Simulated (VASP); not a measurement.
Ca3GeN, 5 atoms in the cell. Symmetry: P4/mmm, No. 123, tetragonal system. The conventional cell has a = 5.138 Å, b = 5.138 Å, c = 4.948 Å, α = 90.00°, β = 90.00°, γ = 90.00°. Within 3.4 Å of Ca (site symmetry mmm) lie 2 N at 2.57 Å. Ca (site symmetry 4/mmm) has 2 N at 2.47 Å within 3.3 Å. Ge (site symmetry 4/mmm) has 12 Ca at 3.57 to 3.63 Å and 8 N at 4.40 Å within 4.7 Å. Within 3.3 Å of N (site symmetry 4/mmm) lie 6 Ca at 2.47 to 2.57 Å.  This cell differs from its parent crystal: strain +0.080 along x and y, +0.040 along z.

| Quantity | Value |
| --- | --- |
| Program | VASP 6.6.1 |
| Task | single point |
| Functional | PBEsol |
| Potentials or basis | VASP PAW PBE potentials, release 64 (Ca_sv, Ge_d, N) |
| Cutoff | 520 eV |
| k mesh | 10 × 10 × 10 |
| Occupations | gaussian, width 0.15 eV |
| Spin | no spin polarisation |
| Dipole correction | no |
| Further INCAR settings | ALGO = Normal; EDIFF = 1e-07; NBANDS = 32 |

Potentials or basis: VASP PAW PBE potentials, release 64 (Ca_sv, Ge_d, N).

Launch:

```bash
$ cat potpaw_PBE.64/Ca_sv/POTCAR potpaw_PBE.64/Ge_d/POTCAR potpaw_PBE.64/N/POTCAR > POTCAR
$ mpirun -np 1 vasp_std > vasp.out
```

Hardware: 1 thread of Oxide Virtual Turin-like Processor (shared host).

Task: Estimate the wall time of this run.

Result: Wall time 15 min on 1 thread of Oxide Virtual Turin-like Processor, on a shared host, peak memory 0.56 GiB. Counts: scf iterations 17, k points 126.
